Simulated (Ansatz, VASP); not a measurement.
One calculation of Ag, two programs

POSCAR

```
Ag
1.0
    0.0000000000      2.1568336399      1.8333085939
    2.1568336399      0.0000000000      1.8333085939
    2.1568336399      2.1568336399      0.0000000000
Ag
1
Direct
    0.0000000000      0.0000000000      0.0000000000
```

Contents of INCAR.step1:

```
PREC = Accurate ; ENCUT = 520
ISMEAR = 0 ; SIGMA = 0.15
LREAL = F ; LASPH = T
NELM = 80 ; NBANDS = 12
GGA = PE ; ALGO = Normal
EDIFF = 1E-4 ; LWAVE = T
LCHARG = F
```

File INCAR.step2:

```
PREC = Accurate ; ENCUT = 520
EDIFF = 1E-6 ; ISMEAR = 0
SIGMA = 0.15 ; LREAL = F
LASPH = T ; NELM = 80
ALGO = Normal ; ISIF = 2
LWAVE = F ; LCHARG = F
METAGGA = R2SCAN ; LMIXTAU = T
NBANDS = 12 ; ISTART = 1
```

File KPOINTS:

```
Automatic mesh
0
Gamma
  22 22 22
```

Input for Ansatz:

```yaml
crystal:
  lattice:
    - [0.0, 2.1568336399, 1.8333085939]
    - [2.1568336399, 0.0, 1.8333085939]
    - [2.1568336399, 2.1568336399, 0.0]
  atoms:
    - { symbol: Ag, position: [0.0, 0.0, 0.0] }
basis:
  ecutwfc: 500
kpoints:
  mp_grid: { grid: [22, 22, 22] }
hamiltonian:
  xc: r2scan
scf:
  occupations: { method: gaussian, width: 0.15 }
output:
  forces: true
  stress: true
  eigenvalues: true
```

Alike in both runs: task single point; functional r2SCAN; k mesh 22 × 22 × 22; occupations gaussian, width 0.15 eV; no spin polarisation.

|  | VASP | Ansatz |
| --- | --- | --- |
| version | VASP 6.6.1 | Ansatz 0.2.0 |
| potentials or method | VASP PAW PBE potentials, release 64 (Ag), cutoff 520 eV | scalar-relativistic, plane waves, PAW |
| valence electrons in the cell | 11 | 19 |

Ansatz gave:

* gap on the k mesh at the Fermi level (eV): none
* pressure (GPa): 1.9
* traceless stress, the component that is largest in VASP (GPa): 1.45

**Question.** Estimate VASP's values.

**Answer.** gap on the k mesh at the Fermi level (eV): none; pressure (GPa): 2.1; traceless stress, the component that is largest in VASP (GPa): 1.48.

VASP's potentials were made for PBE, not for r2SCAN. A gap of «none» marks a metal or a gap that the smearing closes. With one functional, cell and mesh, what is left measures potentials, basis and numerics. VASP's potentials hold 11 valence electrons a cell and Ansatz's 19, so a difference there can come from the potentials and not from the codes.
